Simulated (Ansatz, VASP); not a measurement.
Two plane-wave programs on WS2

```xyz
6
Lattice="3.1595 0.0000 0.0000 -1.5798 2.7362 0.0000 0.0000 0.0000 23.8043" Properties=species:S:1:pos:R:3 pbc="T T T"
S     0.0000    1.8242    4.5000
S     0.0000    1.8242    7.6521
S     0.5266    1.8242   10.8621
S     0.5266    1.8242   14.0143
W     1.5798    0.9121    6.0761
W    -1.0532    2.7362   12.4382
```

Alike in both runs: task single point; functional PBE; dispersion D3(BJ); k mesh 9 × 9 × 1; occupations gaussian, width 0.05 eV; no spin polarisation.

|  | VASP | Ansatz |
| --- | --- | --- |
| version | VASP 6.6.1 | Ansatz 0.2.0 |
| potentials or method | VASP PAW PBE potentials, release 64 (S, W_sv), cutoff 520 eV | scalar-relativistic, plane waves, PAW |
| valence electrons in the cell | 52 | 52 |

Ansatz gave:

* gap on the k mesh at the Fermi level (eV): 1.55
* least direct gap on the mesh (eV): 1.91
* rms of the force components (eV/Å): 0.056

Q: Which values does VASP return?

A: gap on the k mesh at the Fermi level (eV): 1.56; least direct gap on the mesh (eV): 1.91; rms of the force components (eV/Å): 0.056.

Neither program's run includes spin-orbit coupling.
